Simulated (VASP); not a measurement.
Wanted: the native input for a VASP 6.6.1 run.

| Item | Value |
| --- | --- |
| Task | single point |
| Functional | PBE |
| Potentials or basis | VASP PAW PBE potentials, release 64 (Mn_pv) |
| Cutoff | 520 eV |
| k mesh | 16 × 16 × 16 |
| Occupations | fermi-dirac, width 0.136057 eV |
| Spin | no spin polarisation |
| Dipole correction | no |
| Further INCAR settings | ALGO = Normal; EDIFF = 1e-06; NBANDS = 12 |

The structure of Mn lies in POSCAR:

```
Mn
1.0
    0.0000000000      1.7528931734      1.7528931734
    1.7528931734      0.0000000000      1.7528931734
    1.7528931734      1.7528931734      0.0000000000
Mn
1
Direct
    0.0000000000      0.0000000000      0.0000000000
```

These files were run (other wordings do the same):

INCAR

```
SYSTEM = Mn
PREC = Accurate
ENCUT = 520
EDIFF = 1E-6
ISMEAR = -1
SIGMA = 0.13605693000000002
LREAL = .False.
LASPH = .True.
NELM = 100
ALGO = Normal
ISIF = 2
LWAVE = .False.
LCHARG = .False.
GGA = PE
NBANDS = 12
```

KPOINTS

```
Automatic mesh
0
Gamma
  16 16 16
  0 0 0
```

Potentials or basis: VASP PAW PBE potentials, release 64 (Mn_pv).

Launch:

```sh
$ cat potpaw_PBE.64/Mn_pv/POTCAR > POTCAR
$ mpirun -np 1 vasp_std > vasp.out
```

Results of the run:

| Item | Value |
| --- | --- |
| Pressure | 0.0 GPa |

Caveat: the run has no spin polarisation, though such a crystal can be magnetic.

It took 27 s on 1 thread of AMD EPYC 7R13, with other jobs on the host, peak memory 0.1 GiB.
